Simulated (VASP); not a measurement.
ZnO: single point with PBEsol

Crystal: ZnO.

```
Zn O
1.0
     3.08693    0.00000    0.00000
    -1.54346    2.67336    0.00000
     0.00000    0.00000    4.94361
Zn O
2 2
Direct
  0.33333 0.66667 0.00000
  0.66667 0.33333 0.50000
  0.33333 0.66667 0.38210
  0.66667 0.33333 0.88210
```

This cell differs from its parent crystal: strain -0.050 along x and y, -0.050 along z.

| Property | Result |
| --- | --- |
| Program | VASP 6.6.1 |
| Task | single point |
| Functional | PBEsol |
| Potentials or basis | VASP PAW PBE potentials, release 64 (Zn, O) |
| Cutoff | 520 eV |
| k mesh | 9 × 9 × 6 |
| Occupations | gaussian, width 0.05 eV |
| Spin | no spin polarisation |

```json
{
  "Pressure": "30.5 GPa",
  "Largest force": "0.044 eV/Å",
  "Band gap on the k mesh": "0.90 eV, direct"
}
```

Forces in eV/Å, atoms in the order of the input:
```
Zn   0.000  0.000  0.044
Zn   0.000  0.000  0.044
O    0.000  0.000 -0.044
O    0.000  0.000 -0.044
```

Stress tensor (GPa, compression positive):
```
30.64  0.00  0.00
 0.00 30.64  0.00
 0.00  0.00 30.21
```

Levels at points of the mesh, in eV from the valence-band top:
```tsv
k point	band 15	band 16	band 17	band 18	band 19	band 20	band 21	band 22
(0.00, 0.00, 0.00)	-0.98	-0.17	0.00	0.00	0.90	5.63	8.63	13.45
(0.00, 0.00, 0.50)	-0.49	-0.49	-0.49	-0.49	3.71	3.71	10.54	10.54
```

It took 20 s on 1 thread of Intel(R) Xeon(R) 6975P-C (Granite Rapids), with other jobs on the host, peak memory 0.18 GiB.

Caveat: the cell differs from its parent crystal (strain -0.050 along x and y, -0.050 along z); the PAW data sets were made with another functional, which shifts forces and pressure a little.
